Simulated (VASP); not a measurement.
# As2Se (Fd-3m) in VASP: notebook

As2Se is run at these levels: PBE; tasks: single point, relaxation of cell and atoms.

All numbers are computed with VASP 6.6.1; they aren't measurements. Logs are shortened: lines on timing, memory, paths and dates and some standing lists are left out, and cuts for length are marked.

## (1) The cell of the first run

It takes space group Fd-3m (No. 227, cubic). The conventional cell has a = 7.883 Å, b = 7.883 Å, c = 7.883 Å, α = 90.00°, β = 90.00°, γ = 90.00°. As (site symmetry -3m) has 6 As at 2.79 Å and 6 Se at 3.27 Å within 3.7 Å. Within 4.3 Å of Se (site symmetry -43m) lie 12 As at 3.27 Å and 4 Se at 3.41 Å.

The cell was generated, and may not be a known phase.

## (2) Single point, PBE

INCAR

```
PREC = Accurate
ENCUT = 520
EDIFF = 1E-7
ISMEAR = 0
SIGMA = 0.1
LREAL = False
LASPH = True
NELM = 100
ALGO = Normal
ISIF = 2
LWAVE = False
LCHARG = False
GGA = PE
NBANDS = 25
```

KPOINTS

```
Automatic mesh
0
Gamma
  4 4 4
```

POSCAR

```
As2Se
1.0
    0.0000000000      3.9413572555      3.9413572555
    3.9413572555      0.0000000000      3.9413572555
    3.9413572555      3.9413572555      0.0000000000
As Se
4 2
Direct
    0.1250000000      0.1250000000      0.1250000000
    0.6250000000      0.1250000000      0.1250000000
    0.1250000000      0.1250000000      0.6250000000
    0.1250000000      0.6250000000      0.1250000000
    0.5000000000      0.5000000000      0.5000000000
    0.7500000000      0.7500000000      0.7500000000
```

Potentials or basis: VASP PAW PBE potentials, release 64 (As, Se).

The run is started by

```console
$ cat potpaw_PBE.64/As/POTCAR potpaw_PBE.64/Se/POTCAR > POTCAR
$ mpirun -np 1 vasp_std > vasp.out
```

OUTCAR:

```text
PREC = Accurate
   ENCUT = 520
   EDIFF = 1E-7
   ISMEAR = 0
   LREAL = False
   LASPH = True
   NELM = 100
   ISIF = 2
   GGA = PE

 ion  position               nearest neighbor table
   1  0.125  0.125  0.125-   2 2.79   3 2.79   4 2.79   3 2.79   4 2.79   2 2.79
   2  0.625  0.125  0.125-   1 2.79   3 2.79   4 2.79   1 2.79   3 2.79   4 2.79
   3  0.125  0.125  0.625-   1 2.79   1 2.79   2 2.79   4 2.79   4 2.79   2 2.79
   4  0.125  0.625  0.125-   1 2.79   3 2.79   1 2.79   2 2.79   3 2.79   2 2.79
   5  0.500  0.500  0.500-
   6  0.750  0.750  0.750-

  LATTYP: Found a face centered cubic cell.
 ALAT       =     7.8827145110

  Lattice vectors:

 A1 = (   0.0000000000,   3.9413572555,   3.9413572555)
 A2 = (   3.9413572555,   0.0000000000,   3.9413572555)
 A3 = (   3.9413572555,   3.9413572555,   0.0000000000)

Analysis of symmetry for initial positions (statically):
=====================================================================
 Subroutine PRICEL returns:
 Original cell was already a primitive cell.

 Routine SETGRP: Setting up the symmetry group for a
 face centered cubic supercell.

 Subroutine GETGRP returns: Found 48 space group operations
 (whereof 24 operations were pure point group operations)
 out of a pool of 48 trial point group operations.

The static configuration has the point symmetry T_d .
 The point group associated with its full space group is O_h .

Analysis of symmetry for dynamics (positions and initial velocities):
=====================================================================
 Subroutine PRICEL returns:
 Original cell was already a primitive cell.

 Routine SETGRP: Setting up the symmetry group for a
 face centered cubic supercell.

 Subroutine GETGRP returns: Found 48 space group operations
 (whereof 24 operations were pure point group operations)
 out of a pool of 48 trial point group operations.

The dynamic configuration has the point symmetry T_d .
 The point group associated with its full space group is O_h .

 Subroutine INISYM returns: Found 48 space group operations
 (whereof 24 operations are pure point group operations),
 and found     1 'primitive' translations

----------------------------------------------------------------------------------------

                                     Primitive cell

  volume of cell :     122.4524

  direct lattice vectors                    reciprocal lattice vectors
     0.000000000  3.941357255  3.941357255    -0.126859852  0.126859852  0.126859852
     3.941357255  0.000000000  3.941357255     0.126859852 -0.126859852  0.126859852
     3.941357255  3.941357255  0.000000000     0.126859852  0.126859852 -0.126859852

  length of vectors
     5.573920885  5.573920885  5.573920885     0.219727710  0.219727710  0.219727710

  position of ions in fractional coordinates (direct lattice)
     0.125000000  0.125000000  0.125000000
     0.625000000  0.125000000  0.125000000
     0.125000000  0.125000000  0.625000000
     0.125000000  0.625000000  0.125000000
     0.500000000  0.500000000  0.500000000
     0.750000000  0.750000000  0.750000000

  ion indices of the primitive-cell ions
   primitive index   ion index
                 1           1
                 2           2
                 3           3
                 4           4
                 5           5
                 6           6

----------------------------------------------------------------------------------------

 KPOINTS: Automatic mesh

Automatic generation of k-mesh.
 Grid dimensions read from file:
 generate k-points for:    4    4    4

 Generating k-lattice:

  Cartesian coordinates                     Fractional coordinates (reciprocal lattice)
    -0.031714963  0.031714963  0.031714963     0.250000000  0.000000000  0.000000000
     0.031714963 -0.031714963  0.031714963     0.000000000  0.250000000  0.000000000
     0.031714963  0.031714963 -0.031714963     0.000000000  0.000000000  0.250000000

  Length of vectors
     0.054931927  0.054931927  0.054931927

  Shift w.r.t. Gamma in fractional coordinates (k-lattice)
     0.000000000  0.000000000  0.000000000

 Subroutine IBZKPT returns following result:
 ===========================================

 Found      8 irreducible k-points:

 Following reciprocal coordinates:
            Coordinates               Weight
  0.000000  0.000000  0.000000      1.000000
  0.250000  0.000000  0.000000      8.000000
  0.500000  0.000000  0.000000      4.000000
  0.250000  0.250000  0.000000      6.000000
  0.500000  0.250000  0.000000     24.000000
 -0.250000  0.250000  0.000000     12.000000
  0.500000  0.500000  0.000000      3.000000
 -0.250000  0.500000  0.250000      6.000000
   k-points           NKPTS =      8   k-points in BZ     NKDIM =      8   number of bands    NBANDS=     25
   number of dos      NEDOS =    301   number of ions     NIONS =      6
   total plane-waves  NPLWV =  74088
   dimension x,y,z NGX =    42 NGY =   42 NGZ =   42
   dimension x,y,z NGXF=    84 NGYF=   84 NGZF=   84
   ions per type =               4   2
   NGX,Y,Z   is equivalent  to a cutoff of  12.53, 12.53, 12.53 a.u.
   NGXF,Y,Z  is equivalent  to a cutoff of  25.05, 25.05, 25.05 a.u.
 SYSTEM =  unknown system
   PREC   = accura    normal or accurate (medium, high low for compatibility)
   ISTART =      0    job   : 0-new  1-cont  2-samecut
   ICHARG =      2    charge: 1-file 2-atom 10-const
   ISPIN  =      1    spin polarized calculation?
   LNONCOLLINEAR =      F non collinear calculations
   LSORBIT =      F    spin-orbit coupling
   LASPH  =      T    aspherical Exc in radial PAW
   ENCUT  =  520.0 eV  38.22 Ry    6.18 a.u.  10.36 10.36 10.36*2*pi/ulx,y,z
   NELM   =    100;   NELMIN=  2; NELMDL= -5     # of ELM steps
   EDIFF  = 0.1E-06   stopping-criterion for ELM
   LREAL  =      F    real-space projection
   EDIFFG = 0.1E-05   stopping-criterion for IOM
   NSW    =      0    number of steps for IOM
   IBRION =     -1    ionic relax: 0-MD 1-quasi-New 2-CG
   NFREE  =      0    steps in history (QN), initial steepest desc. (CG)
   ISIF   =      2    stress and relaxation
   ISYM   =      2    0-nonsym 1-usesym 2-fastsym
   POTIM  = 0.5000    time-step for ionic-motion
   TEBEG  =    0.0;   TEEND  =   0.0 temperature during run
   PSTRESS=    0.0 pullay stress
   NELECT =      32.0000    total number of electrons
   NUPDOWN=      -1.0000    fix difference up-down
   EMIN   =  10.00;   EMAX   =-10.00  energy-range for DOS
   EFERMI =   0.00;   METHOD = LEGACY
   ISMEAR =     0;   SIGMA  =   0.10  broadening in eV -4-tet -1-fermi 0-gaus
   EFERMI_NEDOS =   21; number of points for ismear=-14 and -15
   IALGO  =     38    algorithm
   IMIX   =      4    mixing-type and parameters
     AMIX     =   0.40;   BMIX     =  1.00
     AMIX_MAG =   1.60;   BMIX_MAG =  1.00
  volume/ion in A,a.u.               =      20.41       137.72
  Fermi-wavevector in a.u.,A,eV,Ry     =   1.046652  1.977886 14.904919  1.095481
  Thomas-Fermi vector in A             =   2.181499
   LORBIT       =      0    0 simple, 1 ext, 2 COOP (PROOUT), +10 PAW based schemes
   GGA     = PE    functional components
   LHFCALC =     F    Hartree Fock is set to
   AEXX    =    0.0000 exact exchange contribution
   IVDW    =     0    specifies the selected vdW correction
   LEPSILON=     F    determine dielectric tensor
   LRPA    =     F    only Hartree local field effects (RPA)
 non-spin polarized calculation
 Gauss-broadening in eV      SIGMA  =   0.10
  energy-cutoff  :      520.00
  volume of cell :      122.45
 maximum number of plane-waves:      3327
 NGX is ok and might be reduce to    42
   NGX = 21   NGY = 21   NGZ = 21

 number of electron      31.9999999 magnetization

 Free energy of the ion-electron system (eV)
  ---------------------------------------------------
  ext. energy  EPLUGINS =         0.00000000
  ---------------------------------------------------
  free energy    TOTEN  =       -21.99530696 eV

  energy without entropy =      -21.96186234  energy(sigma->0) =      -21.97858465

 E-fermi :   5.4442     XC(G=0): -10.4664

 val. band max:        5.3314314885   @ k =   0.5000   0.5000   0.0000
 cond. band min:       5.4536181373   @ k =   0.5000   0.2500   0.0000
 fundamental gap:      0.1221866488
 Fermi energy:         5.4442313942

 k-point     1 :       0.0000    0.0000    0.0000
  band No.  band energies     occupation
      1      -9.6414      2.00000
      2      -6.3014      2.00000
      3      -6.2843      2.00000
      4      -3.8097      2.00000
      5      -3.8097      2.00000
      6      -3.8097      2.00000
[... 17 lines left out ...]
     24      11.6415      0.00000
     25      11.6415      0.00000

 k-point     2 :       0.2500    0.0000    0.0000
  band No.  band energies     occupation
      1      -9.2549      2.00000
      2      -6.7523      2.00000
      3      -6.3995      2.00000
      4      -4.9518      2.00000
      5      -3.9366      2.00000
      6      -3.9366      2.00000
[... 17 lines left out ...]
     24      11.0786      0.00000
     25      12.5325      0.00000

 k-point     3 :       0.5000    0.0000    0.0000
  band No.  band energies     occupation
      1      -8.2781      2.00000
      2      -8.0083      2.00000
      3      -6.4481      2.00000
      4      -5.4404      2.00000
      5      -4.0464      2.00000
      6      -4.0464      2.00000
[... 17 lines left out ...]
     24      10.5637      0.00000
     25      11.2611      0.00000

 k-point     4 :       0.2500    0.2500    0.0000
  band No.  band energies     occupation
      1      -9.1258      2.00000
      2      -6.5730      2.00000
      3      -6.5308      2.00000
      4      -5.3972      2.00000
      5      -4.1715      2.00000
      6      -4.1715      2.00000
[... 17 lines left out ...]
     24      10.7621      0.00000
     25      12.7270      0.00000

 k-point     5 :       0.5000    0.2500    0.0000
  band No.  band energies     occupation
      1      -8.2680      2.00000
      2      -7.3881      2.00000
      3      -6.7442      2.00000
      4      -6.2717      2.00000
      5      -4.2714      2.00000
      6      -3.9704      2.00000
[... 17 lines left out ...]
     24      10.3675      0.00000
     25      12.3313      0.00000

 k-point     6 :      -0.2500    0.2500    0.0000
  band No.  band energies     occupation
      1      -8.6304      2.00000
      2      -6.9755      2.00000
      3      -6.9328      2.00000
      4      -5.8988      2.00000
      5      -4.0593      2.00000
      6      -3.9100      2.00000
[... 17 lines left out ...]
     24      10.4831      0.00000
     25      12.1922      0.00000

 k-point     7 :       0.5000    0.5000    0.0000
  band No.  band energies     occupation
      1      -7.6704      2.00000
      2      -7.6704      2.00000
      3      -6.6925      2.00000
      4      -6.6925      2.00000
      5      -4.4591      2.00000
      6      -4.4591      2.00000
[... 17 lines left out ...]
     24      10.3723      0.00000
     25      13.5034      0.00000

 k-point     8 :      -0.2500    0.5000    0.2500
  band No.  band energies     occupation
      1      -7.2845      2.00000
      2      -7.2845      2.00000
      3      -7.2755      2.00000
      4      -7.2755      2.00000
      5      -4.0496      2.00000
      6      -4.0496      2.00000
[... 17 lines left out ...]
     24       8.4519      0.00000
     25      12.9495      0.00000

------------------------ aborting loop because EDIFF is reached ----------------------------------------

  FORCE on cell =-STRESS in cart. coord.  units (eV):
  Direction    XX          YY          ZZ          XY          YZ          ZX
  --------------------------------------------------------------------------------------
  -------------------------------------------------------------------------------------
  Total        0.0420506      0.0420506      0.0420506      0.0000000      0.0000000     -0.0000000
  in kB        0.5501939      0.5501939      0.5501939      0.0000000      0.0000000     -0.0000000
  external PRESSURE =       0.5501939 kB  Pullay stress =       0.0000000 kB

 VOLUME and BASIS-vectors are now :
 -----------------------------------------------------------------------------
  energy-cutoff  :      520.00
  volume of cell :      122.45
      direct lattice vectors                 reciprocal lattice vectors
     0.000000000  3.941357255  3.941357255    -0.126859852  0.126859852  0.126859852
     3.941357255  0.000000000  3.941357255     0.126859852 -0.126859852  0.126859852
     3.941357255  3.941357255  0.000000000     0.126859852  0.126859852 -0.126859852

 POSITION                                       TOTAL-FORCE (eV/Angst)
 -----------------------------------------------------------------------------------
      0.98534      0.98534      0.98534         0.000000      0.000000      0.000000
      0.98534      2.95602      2.95602         0.000000      0.000000      0.000000
      2.95602      2.95602      0.98534         0.000000      0.000000      0.000000
      2.95602      0.98534      2.95602         0.000000      0.000000      0.000000
      3.94136      3.94136      3.94136        -0.000000      0.000000      0.000000
      5.91204      5.91204      5.91204        -0.000000     -0.000000     -0.000000
 -----------------------------------------------------------------------------------
    total drift:                               -0.000000     -0.000000      0.000000

  FREE ENERGIE OF THE ION-ELECTRON SYSTEM (eV)
  ---------------------------------------------------
  free  energy   TOTEN  =       -21.9953069566 eV

  energy  without entropy=      -21.9618623383  energy(sigma->0) =      -21.97858465
```

It took 56 s on 1 thread of Intel Xeon 8259CL, shared host; peak memory 0.25 GiB.

What came out:

| Item | Value |
| --- | --- |
| Free energy | -21.9953 eV |
| Pressure | 0.1 GPa |
| Band gap on the k mesh | zero (bands 16 and 17 overlap by 1.07 eV) |

## (3) Single point, PBE

This run uses another cell than the first one, of 24.33 Å³/atom.

INCAR

```
PREC     = Accurate       # precision mode
ENCUT    = 520            # plane-wave cutoff, eV
EDIFF    = 1E-7           # SCF threshold, eV
ISMEAR   = 0              # smearing method
SIGMA    = 0.1            # smearing width, eV
LREAL    = F              # projectors in reciprocal space
LASPH    = T              # aspherical terms in the spheres
NELM     = 60             # most SCF steps
ALGO     = Normal         # electronic algorithm
ISIF     = 2              # what is computed and relaxed
LWAVE    = F              # write WAVECAR
LCHARG   = T              # write CHGCAR
GGA      = PE             # functional
LELF     = T              # ELF
LVHAR    = T            
NBANDS   = 25             # bands
```

KPOINTS is that of step 2.

POSCAR, as its differences from that of step 2:

```diff
@@ -2,5 +2,5 @@
 1.0
-    0.0000000000      3.9413572555      3.9413572555
-    3.9413572555      0.0000000000      3.9413572555
-    3.9413572555      3.9413572555      0.0000000000
+    0.0000000000      4.1793700200      4.1793700200
+    4.1793700200      0.0000000000      4.1793700200
+    4.1793700200      4.1793700200      0.0000000000
 As Se
```

Potentials or basis: VASP PAW PBE potentials, release 64 (As, Se).

The run is started by

```console
$ cat potpaw_PBE.64/As/POTCAR potpaw_PBE.64/Se/POTCAR > POTCAR
$ mpirun -np 1 vasp_std > vasp.out
```

It took 87 s on 1 thread of Intel Xeon 8259CL, shared host; peak memory 0.31 GiB.

Results (log left out):

```
Free energy            : -21.2613 eV
Pressure               : -8.5 GPa
Band gap on the k mesh : zero (bands 16 and 17 overlap by 0.73 eV)
```

Levels at points of the mesh, in eV from the Fermi level:
```tsv
k point	band 13	band 14	band 15	band 16	band 17	band 18	band 19	band 20
(0.00, 0.00, 0.00)	-2.37	-2.19	-2.19	0.65	0.65	0.65	3.13	3.13
(0.50, 0.00, 0.00)	-1.11	-1.11	-0.91	-0.34	0.09	0.65	0.65	1.27
(0.50, 0.50, 0.00)	-0.99	-0.99	-0.34	-0.34	-0.09	-0.09	0.06	0.06
```

Caveat: the cell stands under tension.

(Continued in part 2 of 2.)

The gap in the log of VASP goes by the Fermi energy; the results here count the filled bands.